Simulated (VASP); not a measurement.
Here is a VASP 6.6.1 calculation.

INCAR

```
SYSTEM = Al9O
PREC = Accurate
ENCUT = 520
EDIFF = 1E-6
ISMEAR = 0
SIGMA = 0.1
LREAL = .False.
LASPH = .True.
NELM = 60
ALGO = Fast
ISIF = 2
LWAVE = .False.
LCHARG = .False.
LDIPOL = .True.
IDIPOL = 3
DIPOL = 0.5 0.5 0.329
GGA = PE
IBRION = 2
NSW = 50
EDIFFG = -0.025
```

File KPOINTS:

```
regular mesh
0
Gamma
  9 3 1
  0 0 0
```

The input POSCAR:

```
Al9O
1.0
    2.8543223330      0.0000000000      0.0000000000
   -1.4271611665      9.7033329366      0.0000000000
    0.0000000000      0.0000000000     20.2902708969
Al O
9 1
Selective dynamics
Direct
    0.5324485604      0.0648971207      0.1971388169  F F F
    0.6709687938      0.3419375876      0.2462255645  F F F
    0.2986728405      0.5973456810      0.2560429140  F F F
    0.9263768872      0.8527537744      0.2658602636  F F F
    0.0639738222      0.1277383808      0.3154281718  F F F
    0.1995905480      0.4042696935      0.3707822583  F F F
    0.8288544886      0.6597110299      0.3785032288  F F F
    0.4526361687      0.9111292155      0.3874342692  F F F
    0.5925232094      0.1814597089      0.4332259013  T T T
    0.8425232094      0.4314597089      0.4373186435  F F T
```

Potentials or basis: VASP PAW PBE potentials, release 64 (Al, O).

Run with:

```sh
$ cat potpaw_PBE.64/Al/POTCAR potpaw_PBE.64/O/POTCAR > POTCAR
$ mpirun -np 1 vasp_std > vasp.out
```

Task: Predict the energy gained by relaxing.

Result: 17.1 meV/atom.

Task: Estimate the band gap on the k mesh.

Result: Zero (an odd number of electrons rules out a gap without spin polarisation).

Step by step:
```
step  energy change (eV)  largest force on free atoms (eV/Å)  pressure (GPa)
   1              0.0000                              1.2445           -1.33
   2             -0.0580                              0.4049           -1.14
   3             -0.0625                              0.3600           -1.06
   4             -0.0700                              0.3263           -1.09
   5             -0.0884                              0.2509           -1.16
   6             -0.1111                              0.2175           -1.27
   7             -0.1269                              0.3692           -1.41
   8             -0.1408                              0.2845           -1.32
   9             -0.1450                              0.4518           -1.23
  10             -0.1532                              0.3696           -1.21
  11             -0.1570                              0.2709           -1.17
  12             -0.1615                              0.1778           -1.23
  13             -0.1626                              0.1566           -1.28
  14             -0.1647                              0.1320           -1.28
  15             -0.1675                              0.1073           -1.29
  16             -0.1667                              0.1762           -1.30
  17             -0.1682                              0.1224           -1.29
  18             -0.1694                              0.0627           -1.26
  19             -0.1696                              0.0798           -1.24
  20             -0.1700                              0.0423           -1.25
  21             -0.1700                              0.0392           -1.25
  22             -0.1702                              0.0335           -1.25
  23             -0.1706                              0.0243           -1.26
```

Caveat: an odd number of electrons without spin polarisation forces a metal; a magnetic or distorted state may lie lower.
